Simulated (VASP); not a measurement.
SnSb2C3:

```xyz
6
Lattice="5.9734 0.0000 0.0000 -2.9867 5.1731 0.0000 0.0000 0.0000 3.2028" Properties=species:S:1:pos:R:3 pbc="T T T"
Sn    0.0000    0.0000    0.0000
Sb    0.0000    3.4487    0.0000
Sb    2.9867    1.7244    0.0000
C     2.9867    0.0000    1.6014
C     1.4933    2.5866    1.6014
C    -1.4933    2.5866    1.6014
```

The cell was generated, and may not be a known phase.

```yaml
Program: VASP 6.6.1
Task: relaxation of cell and atoms
Functional: PBE
Potentials_or_basis: VASP PAW PBE potentials, release 64 (Sn_d, Sb, C)
Cutoff: 600 eV
k_mesh: 6 × 6 × 12
Occupations: gaussian, width 0.1 eV
Spin: no spin polarisation
```

At the start: pressure -0.6 GPa; volume 16.49 Å³/atom.

**Question.** Where does the relaxation end?

**Answer.** Over 5 steps the energy falls by 7.7 meV/atom and the volume is 16.44 Å³/atom (-0.3 %); space group P6/mmm (No. 191, to 0.1 Å) before and after.

Step by step:
| step | energy change (eV) | largest force (eV/Å) | pressure (GPa) | volume (Å³) |
| --- | --- | --- | --- | --- |
| 1 | 0.0000 | 0.0000 | -0.55 | 98.97 |
| 2 | -0.0436 | 0.0000 | 0.50 | 98.12 |
| 3 | -0.0459 | 0.0000 | 0.28 | 98.26 |
| 4 | -0.0459 | 0.0000 | 0.26 | 98.27 |
| 5 | -0.0461 | 0.0000 | -0.08 | 98.64 |

Final structure:
```
Sn Sb C
1.0
     6.02440    0.00000    0.00000
    -3.01220    5.21729    0.00000
     0.00000    0.00000    3.13828
Sn Sb C
1 2 3
Direct
  0.00000 0.00000 0.00000
  0.33333 0.66667 0.00000
  0.66667 0.33333 0.00000
  0.50000 0.00000 0.50000
  0.50000 0.50000 0.50000
  0.00000 0.50000 0.50000
```
